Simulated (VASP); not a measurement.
# Sc: single point with PBEsol

Crystal: Sc.

```
CELL_PARAMETERS angstrom
3.19500 0.00000 0.00000
-1.59750 2.76695 0.00000
0.00000 0.00000 5.28570
ATOMIC_POSITIONS crystal
Sc 0.33333 0.66667 0.25000
Sc 0.66667 0.33333 0.75000
```

```yaml
Program: VASP 6.6.1
Task: single point
Functional: PBEsol
Potentials_or_basis: VASP PAW PBE potentials, release 64 (Sc_sv)
Cutoff: 520 eV
k_mesh: 15 × 15 × 10
Occupations: gaussian, width 0.15 eV
Spin: no spin polarisation
```

```yaml
Pressure: 1.0 GPa
Band_gap_on_the_k_mesh: zero (band 11 reaches 4.67 eV, above the bottom of band 12 at 3.39 eV)
```

Stress tensor (GPa, compression positive):
```
 2.56  0.00  0.00
 0.00  2.56  0.00
 0.00  0.00 -2.26
```

Levels at points of the mesh, in eV from the Fermi level:
```csv
k point,band 7,band 8,band 9,band 10,band 11,band 12,band 13,band 14,band 15,band 16
"(0.00, 0.00, 0.00)",-27.54,-27.54,-5.25,-1.84,0.30,1.57,1.70,1.70,2.10,2.10
"(0.00, 0.00, 0.50)",-27.57,-27.57,-3.76,-3.76,0.77,0.77,1.68,1.68,1.68,1.68
```

It took 110 s on 1 thread of Intel(R) Xeon(R) Platinum 8488C (Sapphire Rapids), on a shared host, peak memory 0.23 GiB.

Caveat: the PAW data sets were made with another functional, which shifts forces and pressure a little.
